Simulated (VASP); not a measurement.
# SrO in VASP: further runs, part 2 of 2

VASP 6.6.1.

### 4 Single point, PBE (uniaxial z strain +3.3%)

Input file INCAR:

```
PREC     = Accurate       # precision mode
ENCUT    = 520            # plane-wave cutoff, eV
EDIFF    = 1E-7           # SCF threshold, eV
ISMEAR   = -1             # smearing method
SIGMA    = 0.02           # smearing width, eV
LREAL    = False          # projectors in reciprocal space
LASPH    = True           # aspherical terms in the spheres
NELM     = 80             # most SCF steps
ALGO     = Normal         # electronic algorithm
ISIF     = 2              # what is computed and relaxed
LWAVE    = False          # write WAVECAR
LCHARG   = True           # write CHGCAR
GGA      = PE             # functional
LELF     = True           # ELF
LVHAR    = True         
NBANDS   = 15             # bands
```

Input file KPOINTS:

```
Automatic mesh
0
Gamma
  8 8 8
```

Input file POSCAR:

```
SrO
1.0
    0.0000000000      2.5798923523      2.6647708107
    2.5798923523      0.0000000000      2.6647708107
    2.5798923523      2.5798923523      0.0000000000
Sr O
1 1
Direct
    0.0000000000      0.0000000000      0.0000000000
    0.5000000000      0.5000000000      0.5000000000
```

Potentials or basis: VASP PAW PBE potentials, release 64 (Sr_sv, O).

Command:

```bash
$ cat potpaw_PBE.64/Sr_sv/POTCAR potpaw_PBE.64/O/POTCAR > POTCAR
$ mpirun -np 1 vasp_std > vasp.out
```

OUTCAR:

```text
PREC = Accurate
   ENCUT = 520
   EDIFF = 1E-7
   ISMEAR = -1
   LREAL = False
   LASPH = True
   NELM = 80
   ISIF = 2
   GGA = PE

 ion  position               nearest neighbor table
   1  0.000  0.000  0.000-   2 2.58   2 2.58   2 2.58   2 2.58   2 2.66   2 2.66
   2  0.500  0.500  0.500-   1 2.58   1 2.58   1 2.58   1 2.58   1 2.66   1 2.66

  LATTYP: Found a body centered tetragonal cell.
 ALAT       =     3.6485187541
 C/A-ratio  =     1.4607411886

  Lattice vectors:

 A1 = (  -2.5798923523,   0.0000000000,   2.6647708107)
 A2 = (   2.5798923523,   0.0000000000,   2.6647708107)
 A3 = (   0.0000000000,   2.5798923523,  -2.6647708107)

Analysis of symmetry for initial positions (statically):
=====================================================================
 Subroutine PRICEL returns:
 Original cell was already a primitive cell.

 Routine SETGRP: Setting up the symmetry group for a
 body centered tetragonal supercell.

 Subroutine GETGRP returns: Found 16 space group operations
 (whereof 16 operations were pure point group operations)
 out of a pool of 16 trial point group operations.

The static configuration has the point symmetry D_4h.

Analysis of symmetry for dynamics (positions and initial velocities):
=====================================================================
 Subroutine PRICEL returns:
 Original cell was already a primitive cell.

 Routine SETGRP: Setting up the symmetry group for a
 body centered tetragonal supercell.

 Subroutine GETGRP returns: Found 16 space group operations
 (whereof 16 operations were pure point group operations)
 out of a pool of 16 trial point group operations.

The dynamic configuration has the point symmetry D_4h.

 Subroutine INISYM returns: Found 16 space group operations
 (whereof 16 operations are pure point group operations),
 and found     1 'primitive' translations

----------------------------------------------------------------------------------------

                                     Primitive cell

[... 114 lines left out ...]
   LORBIT       =      0    0 simple, 1 ext, 2 COOP (PROOUT), +10 PAW based schemes
   GGA     = PE    functional components
   LHFCALC =     F    Hartree Fock is set to
   AEXX    =    0.0000 exact exchange contribution
   IVDW    =     0    specifies the selected vdW correction
   LEPSILON=     F    determine dielectric tensor
   LRPA    =     F    only Hartree local field effects (RPA)
 non-spin polarized calculation
  energy-cutoff  :      520.00
  volume of cell :       35.47
 maximum number of plane-waves:       974
   NGX = 13   NGY = 13   NGZ = 13

 number of electron      16.0000002 magnetization

 Free energy of the ion-electron system (eV)
  ---------------------------------------------------
  ext. energy  EPLUGINS =         0.00000000
  ---------------------------------------------------
  free energy    TOTEN  =       -12.04664682 eV

  energy without entropy =      -12.04664682  energy(sigma->0) =      -12.04664682

 E-fermi :   1.9826     XC(G=0):  -9.8244

 val. band max:        1.4994511213   @ k =   0.0000   0.0000   0.0000
 cond. band min:       4.7208139259   @ k =   0.5000   0.0000   0.5000
 fundamental gap:      3.2213628046
 Fermi energy:         1.9826343024

 k-point     1 :       0.0000    0.0000    0.0000
  band No.  band energies     occupation
      1     -31.0713      2.00000
      2     -13.5718      2.00000
      3     -12.7724      2.00000
      4     -12.7411      2.00000
      5     -12.7411      2.00000
      6       1.4054      2.00000
      7       1.4994      2.00000
      8       1.4995      2.00000
      9       5.1294      0.00000
     10       7.4301      0.00000
     11       7.6663      0.00000
     12       7.6663      0.00000
     13       9.4828      0.00000
     14       9.8633      0.00000
[... 401 lines left out ...]
      2     -14.7336      2.00000
      3     -12.8954      2.00000
      4     -12.8469      2.00000
      5     -11.8205      2.00000
      6      -0.1313      2.00000
      7       0.6465      2.00000
      8       0.8229      2.00000
      9       6.9745      0.00000
     10       8.1315      0.00000
     11       9.7194      0.00000
     12       9.8929      0.00000
     13      11.5407      0.00000
     14      12.2732      0.00000
     15      16.7082      0.00000

 [... further k-points ...]
[... 5 lines left out ...]
  --------------------------------------------------------------------------------------
  -------------------------------------------------------------------------------------
  Total        0.1825145      0.1825145     -0.5733809      0.0000000     -0.0000000      0.0000000
  in kB        8.2435618      8.2435618    -25.8976731      0.0000000     -0.0000000      0.0000000
  external PRESSURE =      -3.1368498 kB  Pullay stress =       0.0000000 kB

 VOLUME and BASIS-vectors are now :
 -----------------------------------------------------------------------------
  energy-cutoff  :      520.00
  volume of cell :       35.47
      direct lattice vectors                 reciprocal lattice vectors
     0.000000000  2.579892352  2.664770811    -0.193806536  0.193806536  0.187633397
     2.579892352  0.000000000  2.664770811     0.193806536 -0.193806536  0.187633397
     2.579892352  2.579892352  0.000000000     0.193806536  0.193806536 -0.187633397

 POSITION                                       TOTAL-FORCE (eV/Angst)
 -----------------------------------------------------------------------------------
      0.00000      0.00000      0.00000         0.000000     -0.000000      0.000000
      2.57989      2.57989      2.66477        -0.000000      0.000000      0.000000
 -----------------------------------------------------------------------------------
    total drift:                                0.000000      0.000000      0.000000

  FREE ENERGIE OF THE ION-ELECTRON SYSTEM (eV)
  ---------------------------------------------------
  free  energy   TOTEN  =       -12.0466468211 eV

  energy  without entropy=      -12.0466468211  energy(sigma->0) =      -12.04664682
```

OSZICAR:

```text
N       E                     dE             d eps       ncg     rms          rms(c)
DAV:   1     0.666486080704E+02    0.66649E+02   -0.83222E+03  1770   0.104E+03
DAV:   2    -0.110564557993E+02   -0.77705E+02   -0.70730E+02  2423   0.219E+02
DAV:   3    -0.141911349592E+02   -0.31347E+01   -0.31184E+01  2386   0.397E+01
DAV:   4    -0.142514524981E+02   -0.60318E-01   -0.60313E-01  2166   0.547E+00
DAV:   5    -0.142532448884E+02   -0.17924E-02   -0.17924E-02  2327   0.750E-01    0.153E+01
DAV:   6    -0.122106294063E+02    0.20426E+01   -0.68665E+00  1840   0.193E+01    0.180E+01
DAV:   7    -0.120560551396E+02    0.15457E+00   -0.33096E-01  2043   0.502E+00    0.104E+01
DAV:   8    -0.120449167094E+02    0.11138E-01   -0.12409E-01  2246   0.355E+00    0.371E-01
DAV:   9    -0.120460082662E+02   -0.10916E-02   -0.63406E-03  2175   0.509E-01    0.237E-01
DAV:  10    -0.120464638756E+02   -0.45561E-03   -0.44211E-04  1938   0.200E-01    0.914E-02
DAV:  11    -0.120466273700E+02   -0.16349E-03   -0.17121E-04  1924   0.963E-02    0.278E-02
DAV:  12    -0.120466474401E+02   -0.20070E-04   -0.29494E-05  1910   0.391E-02    0.220E-02
DAV:  13    -0.120466471453E+02    0.29487E-06   -0.15823E-06  2078   0.114E-02    0.351E-03
DAV:  14    -0.120466468442E+02    0.30106E-06   -0.17693E-07  2286   0.319E-03    0.216E-03
DAV:  15    -0.120466468211E+02    0.23067E-07   -0.99834E-09  1046   0.106E-03
   1 F= -.12046647E+02 E0= -.12046647E+02  d E =-.154511E-12
```

It took 31 s on 1 thread of Intel Xeon Platinum 8375C at 2.90GHz (Ice Lake), shared host; peak memory 0.17 GiB.

Results:

```
Free energy            : -12.0466 eV
Pressure               : -0.3 GPa
Band gap on the k mesh : 3.22 eV, indirect (least direct gap 3.33 eV)
```

Caveat: the cell differs from its parent crystal (uniaxial z strain +3.3%). A k mesh can miss the band edges.

### 5 Single point, r2SCAN (uniaxial z strain +3.3%)

POSCAR is that of step 4.

Input file INCAR.step1:

```
ALGO = Normal
EDIFF = 1E-4
ENCUT = 520
GGA = PE
ISMEAR = 0
LASPH = True
LCHARG = False
LREAL = False
LWAVE = True
NBANDS = 15
NELM = 80
PREC = Accurate
SIGMA = 0.01
```

Input file INCAR.step2:

```
ALGO = Normal
EDIFF = 1E-6
ENCUT = 520
ISIF = 2
ISMEAR = 0
ISTART = 1
LASPH = True
LCHARG = False
LMIXTAU = True
LREAL = False
LWAVE = False
METAGGA = R2SCAN
NBANDS = 15
NELM = 80
PREC = Accurate
SIGMA = 0.01
```

Input file KPOINTS:

```
k-points
0
Gamma
  8 8 8
```

Potentials or basis: VASP PAW PBE potentials, release 64 (Sr_sv, O).

Command:

```bash
$ cat potpaw_PBE.64/Sr_sv/POTCAR potpaw_PBE.64/O/POTCAR > POTCAR
$ cp INCAR.step1 INCAR
$ mpirun -np 1 vasp_std > vasp.out
$ cp INCAR.step2 INCAR
$ mpirun -np 1 vasp_std > vasp.out
```

OUTCAR:

```text
EDIFF = 1E-6
   ENCUT = 520
   ISIF = 2
   ISMEAR = 0
   ISTART = 1
   LASPH = True
   LREAL = False
   METAGGA = R2SCAN
   NELM = 80
   PREC = Accurate

 ion  position               nearest neighbor table
   1  0.000  0.000  0.000-   2 2.58   2 2.58   2 2.58   2 2.58   2 2.66   2 2.66
   2  0.500  0.500  0.500-   1 2.58   1 2.58   1 2.58   1 2.58   1 2.66   1 2.66

  LATTYP: Found a body centered tetragonal cell.
 ALAT       =     3.6485187541
 C/A-ratio  =     1.4607411886

  Lattice vectors:

 A1 = (  -2.5798923523,   0.0000000000,   2.6647708107)
 A2 = (   2.5798923523,   0.0000000000,   2.6647708107)
 A3 = (   0.0000000000,   2.5798923523,  -2.6647708107)

Analysis of symmetry for initial positions (statically):
=====================================================================
 Subroutine PRICEL returns:
 Original cell was already a primitive cell.

 Routine SETGRP: Setting up the symmetry group for a
 body centered tetragonal supercell.

 Subroutine GETGRP returns: Found 16 space group operations
 (whereof 16 operations were pure point group operations)
 out of a pool of 16 trial point group operations.

The static configuration has the point symmetry D_4h.

Analysis of symmetry for dynamics (positions and initial velocities):
=====================================================================
 Subroutine PRICEL returns:
 Original cell was already a primitive cell.

 Routine SETGRP: Setting up the symmetry group for a
 body centered tetragonal supercell.

 Subroutine GETGRP returns: Found 16 space group operations
 (whereof 16 operations were pure point group operations)
 out of a pool of 16 trial point group operations.

The dynamic configuration has the point symmetry D_4h.

 Subroutine INISYM returns: Found 16 space group operations
 (whereof 16 operations are pure point group operations),
 and found     1 'primitive' translations

----------------------------------------------------------------------------------------

[... 116 lines left out ...]
   LORBIT       =      0    0 simple, 1 ext, 2 COOP (PROOUT), +10 PAW based schemes
   METAGGA = R2SCAN    functional components
   LHFCALC =     F    Hartree Fock is set to
   AEXX    =    0.0000 exact exchange contribution
   IVDW    =     0    specifies the selected vdW correction
   LEPSILON=     F    determine dielectric tensor
   LRPA    =     F    only Hartree local field effects (RPA)
 non-spin polarized calculation
 Gauss-broadening in eV      SIGMA  =   0.01
  energy-cutoff  :      520.00
  volume of cell :       35.47
 maximum number of plane-waves:       974
   NGX = 13   NGY = 13   NGZ = 13

 number of electron      16.0000002 magnetization

 Free energy of the ion-electron system (eV)
  ---------------------------------------------------
  ext. energy  EPLUGINS =         0.00000000
  ---------------------------------------------------
  free energy    TOTEN  =       -27.04113452 eV

  energy without entropy =      -27.04113452  energy(sigma->0) =      -27.04113452

 E-fermi :   1.2261     XC(G=0): -10.3660

 val. band max:        1.1807329066   @ k =   0.0000   0.0000   0.0000
 cond. band min:       4.8746588954   @ k =   0.5000   0.0000   0.5000
 fundamental gap:      3.6939259888
 Fermi energy:         1.2260872954

 k-point     1 :       0.0000    0.0000    0.0000
  band No.  band energies     occupation
      1     -32.4775      2.00000
      2     -14.8290      2.00000
      3     -13.5668      2.00000
      4     -13.5309      2.00000
      5     -13.5309      2.00000
      6       1.0882      2.00000
      7       1.1807      2.00000
      8       1.1807      2.00000
      9       5.4701      0.00000
     10       7.6777      0.00000
     11       7.9109      0.00000
     12       7.9109      0.00000
     13       9.8765      0.00000
     14      10.2685      0.00000
[... 401 lines left out ...]
      2     -15.8270      2.00000
      3     -13.6855      2.00000
      4     -13.6323      2.00000
      5     -12.7765      2.00000
      6      -0.4097      2.00000
      7       0.3399      2.00000
      8       0.5129      2.00000
      9       7.1764      0.00000
     10       8.4604      0.00000
     11      10.0311      0.00000
     12      10.2026      0.00000
     13      11.9586      0.00000
     14      12.7193      0.00000
     15      17.2638      0.00000

 [... further k-points ...]
[... 5 lines left out ...]
  --------------------------------------------------------------------------------------
  -------------------------------------------------------------------------------------
  Total       -0.2141398     -0.2141398     -1.0077897      0.0000000      0.0000000      0.0000000
  in kB       -9.6719702     -9.6719702    -45.5184521      0.0000000      0.0000000      0.0000000
  external PRESSURE =     -21.6207975 kB  Pullay stress =       0.0000000 kB

 VOLUME and BASIS-vectors are now :
 -----------------------------------------------------------------------------
  energy-cutoff  :      520.00
  volume of cell :       35.47
      direct lattice vectors                 reciprocal lattice vectors
     0.000000000  2.579892352  2.664770811    -0.193806536  0.193806536  0.187633397
     2.579892352  0.000000000  2.664770811     0.193806536 -0.193806536  0.187633397
     2.579892352  2.579892352  0.000000000     0.193806536  0.193806536 -0.187633397

 POSITION                                       TOTAL-FORCE (eV/Angst)
 -----------------------------------------------------------------------------------
      0.00000      0.00000      0.00000         0.000000     -0.000000     -0.000000
      2.57989      2.57989      2.66477        -0.000000      0.000000      0.000000
 -----------------------------------------------------------------------------------
    total drift:                                0.000000      0.000000      0.000000

  FREE ENERGIE OF THE ION-ELECTRON SYSTEM (eV)
  ---------------------------------------------------
  free  energy   TOTEN  =       -27.0411345238 eV

  energy  without entropy=      -27.0411345238  energy(sigma->0) =      -27.04113452
```

OSZICAR.step1:

```text
N       E                     dE             d eps       ncg     rms          rms(c)
DAV:   1     0.666490747144E+02    0.66649E+02   -0.83222E+03  1770   0.104E+03
DAV:   2    -0.110564557993E+02   -0.77706E+02   -0.70735E+02  2423   0.219E+02
DAV:   3    -0.141911349592E+02   -0.31347E+01   -0.31184E+01  2386   0.397E+01
DAV:   4    -0.142514524981E+02   -0.60318E-01   -0.60313E-01  2166   0.547E+00
DAV:   5    -0.142532448884E+02   -0.17924E-02   -0.17924E-02  2327   0.750E-01    0.153E+01
DAV:   6    -0.122106294061E+02    0.20426E+01   -0.68665E+00  1840   0.193E+01    0.180E+01
DAV:   7    -0.120560551395E+02    0.15457E+00   -0.33096E-01  2043   0.502E+00    0.104E+01
DAV:   8    -0.120449167093E+02    0.11138E-01   -0.12409E-01  2246   0.355E+00    0.371E-01
DAV:   9    -0.120460082662E+02   -0.10916E-02   -0.63406E-03  2175   0.509E-01    0.237E-01
DAV:  10    -0.120464638756E+02   -0.45561E-03   -0.44211E-04  1938   0.200E-01    0.914E-02
DAV:  11    -0.120466273674E+02   -0.16349E-03   -0.17118E-04  1916   0.963E-02    0.278E-02
DAV:  12    -0.120466472893E+02   -0.19922E-04   -0.28052E-05  1389   0.391E-02
   1 F= -.12046647E+02 E0= -.12046647E+02  d E =-.676982-114
```

It took 1.8 min on 1 thread of Intel Xeon Platinum 8375C at 2.90GHz (Ice Lake), shared host; peak memory 0.18 GiB.

Results:

| Quantity | Value |
| --- | --- |
| Free energy | -27.0411 eV |
| Pressure | -2.2 GPa |
| Band gap on the k mesh | 3.69 eV, indirect (least direct gap 3.80 eV) |

Stress tensor (GPa, compression positive):
```
-0.97  0.00  0.00
 0.00 -0.97  0.00
 0.00  0.00 -4.55
```

Levels at points of the mesh, in eV from the valence-band top:
```tsv
k point	band 4	band 5	band 6	band 7	band 8	band 9	band 10	band 11	band 12	band 13
(0.00, 0.00, 0.00)	-14.71	-14.71	-0.09	0.00	0.00	4.29	6.50	6.73	6.73	8.70
(0.50, 0.00, 0.00)	-14.76	-13.71	-2.07	-1.09	-1.08	6.89	8.69	9.19	9.23	12.05
(0.50, 0.50, 0.00)	-15.00	-15.00	-0.64	-0.10	-0.10	3.81	8.17	10.59	10.63	11.32
(0.50, 0.00, 0.50)	-15.07	-15.04	-0.47	-0.22	-0.10	3.69	8.15	10.61	10.72	11.13
```

Caveat: the cell differs from its parent crystal (uniaxial z strain +3.3%); the PAW data sets were made with another functional, which shifts forces and pressure a little.

### 6 Single point, HSE06 (strain -4.0%)

Input file POSCAR:

```
SrO
1.0
    0.0000000000      2.4774706260      2.4774706260
    2.4774706260      0.0000000000      2.4774706260
    2.4774706260      2.4774706260      0.0000000000
Sr O
1 1
Direct
    0.0000000000      0.0000000000      0.0000000000
    0.5000000000      0.5000000000      0.5000000000
```

Input file INCAR.step1:

```
PREC = Accurate
ENCUT = 520
EDIFF = 1E-5
ISMEAR = 0
SIGMA = 0.01
LREAL = F
LASPH = T
NELM = 100
ALGO = Normal
ISIF = 2
LWAVE = T
NBANDS = 15
GGA = PE
```

Input file INCAR.step2:

```
PREC = Accurate
ENCUT = 520
EDIFF = 1E-6
ISMEAR = 0
SIGMA = 0.01
LREAL = F
LASPH = T
NELM = 100
ALGO = Normal
ISIF = 2
LWAVE = F
LCHARG = T
GGA = PE
LHFCALC = T
HFSCREEN = 0.2079
PRECFOCK = Normal
LELF = T
LVHAR = T
NBANDS = 15
ISTART = 1
```

Input file KPOINTS:

```
regular mesh
0
Gamma
  6 6 6
```

Potentials or basis: VASP PAW PBE potentials, release 64 (Sr_sv, O).

Command:

```bash
$ cat potpaw_PBE.64/Sr_sv/POTCAR potpaw_PBE.64/O/POTCAR > POTCAR
$ cp INCAR.step1 INCAR
$ mpirun -np 1 vasp_std > vasp.out
$ cp INCAR.step2 INCAR
$ mpirun -np 1 vasp_std > vasp.out
```

Wall time 24 min (1 thread of Intel Xeon Platinum 8375C at 2.90GHz (Ice Lake), shared host); peak memory 0.26 GiB.

The run converged. Its results:

```
Free energy            : -14.0120 eV
Pressure               : 15.1 GPa
Band gap on the k mesh : 4.67 eV, direct
```

Levels at points of the mesh, in eV from the valence-band top:
| k point | band 4 | band 5 | band 6 | band 7 | band 8 | band 9 | band 10 | band 11 | band 12 | band 13 |
| --- | --- | --- | --- | --- | --- | --- | --- | --- | --- | --- |
| (0.00, 0.00, 0.00) | -14.15 | -14.15 | 0.00 | 0.00 | 0.00 | 6.39 | 8.14 | 8.14 | 8.14 | 10.65 |
| (0.50, 0.00, 0.00) | -14.25 | -13.04 | -2.50 | -1.46 | -1.46 | 8.79 | 10.98 | 11.42 | 11.42 | 15.16 |
| (0.50, 0.50, 0.00) | -14.70 | -14.70 | -0.23 | 0.00 | 0.00 | 4.67 | 10.52 | 12.83 | 13.27 | 14.06 |

Caveat: the cell differs from its parent crystal (strain -4.0%); the PAW data sets were made with another functional, which shifts forces and pressure a little. A k mesh can miss the band edges.

### 7 Overview

```csv
level,cell,k mesh,smearing,grid for exact exchange (PRECFOCK),screening parameter,gap on the mesh (eV),pressure (GPa)
PBE,"a = 3.504 Å, angles 60.0°, 2 atoms",8 × 8 × 8,fermi-dirac 0.02 eV,-,-,3.16,17.5
r2SCAN,"a = 3.504 Å, angles 60.0°, 2 atoms",8 × 8 × 8,gaussian 0.01 eV,-,-,3.64,15.9
PBE,"a = 3.709, b = 3.709, c = 3.649 Å, angles 60.5, 60.5, 58.9°, 2 atoms",8 × 8 × 8,fermi-dirac 0.02 eV,-,-,3.22,-0.3
r2SCAN,"a = 3.709, b = 3.709, c = 3.649 Å, angles 60.5, 60.5, 58.9°, 2 atoms",8 × 8 × 8,gaussian 0.01 eV,-,-,3.69,-2.2
HSE06,"a = 3.504 Å, angles 60.0°, 2 atoms",6 × 6 × 6,gaussian 0.01 eV,Normal,0.2079 1/Å,4.67,15.1
```

Alike in all rows: task single point; potentials or basis VASP PAW PBE potentials, release 64 (Sr_sv, O); no spin polarisation; cutoff (eV) 520.

Caveats: the PAW data sets were made with another functional, which shifts forces and pressure a little (some runs).

Absolute energies hang on the potentials; compare differences alone.
